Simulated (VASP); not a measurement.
A run of VASP 6.6.1 is set up as follows.

File INCAR:

```
PREC     = Accurate       # precision mode
ENCUT    = 520            # plane-wave cutoff, eV
EDIFF    = 1E-7           # SCF threshold, eV
ISMEAR   = 0              # smearing method
SIGMA    = 0.05           # smearing width, eV
LREAL    = F              # projectors in reciprocal space
LASPH    = T              # aspherical terms in the spheres
NELM     = 60             # most SCF steps
ALGO     = Normal         # electronic algorithm
ISIF     = 2              # what is computed and relaxed
LWAVE    = F              # write WAVECAR
LCHARG   = F              # write CHGCAR
GGA      = PE             # functional
NBANDS   = 36             # bands
```

File KPOINTS:

```
regular mesh
0
Gamma
  10 10 2
```

The input POSCAR:

```
SiC
1.0
    2.1898640950     -2.1898640950      0.0000000000
    2.1898640950      0.0000000000     -2.1898640950
   11.6794211642      7.2994739878      7.2994739878
Si C
6 6
Direct
    0.7361201400     -0.2638798600      0.3958000000
    0.1805701400      0.1805701400      0.2291333333
    0.2916701400      0.2916701400      0.5624666667
    0.4027701400      0.4027701400      0.8958000000
   -0.1527798600     -0.1527798600      0.7291333333
    0.6250201400      0.6250201400      0.0624666667
    0.3750076400      0.3750076400      0.4374666667
   -0.1805423600     -0.1805423600      0.2708000000
   -0.0694423600     -0.0694423600      0.6041333333
    0.0416576400      0.0416576400      0.9374666667
   -0.5138923600     -0.5138923600      0.7708000000
    0.2639076400      0.2639076400      0.1041333333
```

Potentials or basis: VASP PAW PBE potentials, release 64 (Si, C).

Run with:

```bash
$ cat potpaw_PBE.64/Si/POTCAR potpaw_PBE.64/C/POTCAR > POTCAR
$ mpirun -np 1 vasp_std > vasp.out
```

(1) Estimate the largest force.

(2) Estimate the pressure.

(3) Estimate the band gap on the k mesh.

Results:

(1) 0.290 eV/Å.

(2) -2.2 GPa.

(3) 0.92 eV (least direct gap 1.94 eV).
